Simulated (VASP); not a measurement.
**GaN: single point with PBE**

The system is GaN.

```
CELL_PARAMETERS angstrom
-4.53685 4.53685 0.00000
0.00000 4.53685 -4.53685
-4.53685 0.00000 -4.53685
ATOMIC_POSITIONS crystal
Ga 0.98938 0.51342 0.50584
Ga 0.99559 0.99897 0.49830
Ga 0.01288 0.49784 0.01531
Ga 0.00092 0.01248 0.99184
Ga 0.49461 0.49166 0.50736
Ga 0.48643 0.00347 0.48835
Ga 0.51135 0.49816 0.99818
Ga 0.51234 0.98436 0.99206
N 0.37298 0.86583 0.38625
N 0.36690 0.37430 0.37858
N 0.37180 0.87378 0.87814
N 0.38466 0.35912 0.88529
N 0.87066 0.87741 0.35879
N 0.86100 0.37437 0.38187
N 0.87829 0.88052 0.86904
N 0.87637 0.39283 0.87573
```

This cell differs from its parent crystal: dynamics (nve) at 800 K, volume x 1.02, from the last frame before.

- Program: VASP 6.6.1
- Task: single point
- Functional: PBE
- Potentials or basis: VASP PAW PBE potentials, release 64 (Ga_d, N)
- Cutoff: 520 eV
- k mesh: 2 × 2 × 2, shifted
- Occupations: fermi-dirac, width 0.0689 eV
- Spin: no spin polarisation

The pressure is 1.9 GPa. The largest force is 1.741 eV/Å. The band gap on the k mesh is 2.83 eV.

Forces on the atoms (eV/Å):
```
Ga   0.048 -0.296  0.953
Ga   0.218  0.035  0.288
Ga   0.854  0.005  0.282
Ga   0.203 -0.008  0.117
Ga   0.061 -0.183 -0.288
Ga  -1.396  0.662 -0.758
Ga   0.389 -0.669 -0.459
Ga  -0.205 -0.203 -1.122
N    1.331 -0.463  1.023
N    0.200  0.160  0.000
N    0.364  0.249  0.668
N    0.247  0.271 -0.229
N   -0.323  0.130 -1.225
N   -0.891  0.660 -0.010
N   -0.611 -0.147  0.255
N   -0.490 -0.203  0.506
```

Stress tensor (GPa, compression positive):
```
 1.61 -0.61 -0.33
-0.61  2.18  0.13
-0.33  0.13  1.83
```

Levels at points of the mesh, in eV from the valence-band top:
```
           k point  band 68  band 69  band 70  band 71  band 72  band 73  band 74  band 75  band 76  band 77
(0.25, 0.25, 0.25)    -1.09    -0.74    -0.68    -0.08    -0.02     2.84     4.06     4.12     4.13     4.55
```

Run time: 8.4 min on 1 thread of Intel(R) Xeon(R) Platinum 8488C (Sapphire Rapids), with other jobs on the host, peak memory 0.4 GiB.

Caveat: the k points lie up to 0.60 Å⁻¹ apart; forces of over 1 eV/Å act on the atoms, so gaps and moduli don't describe the material at rest. A k mesh can miss the band edges.
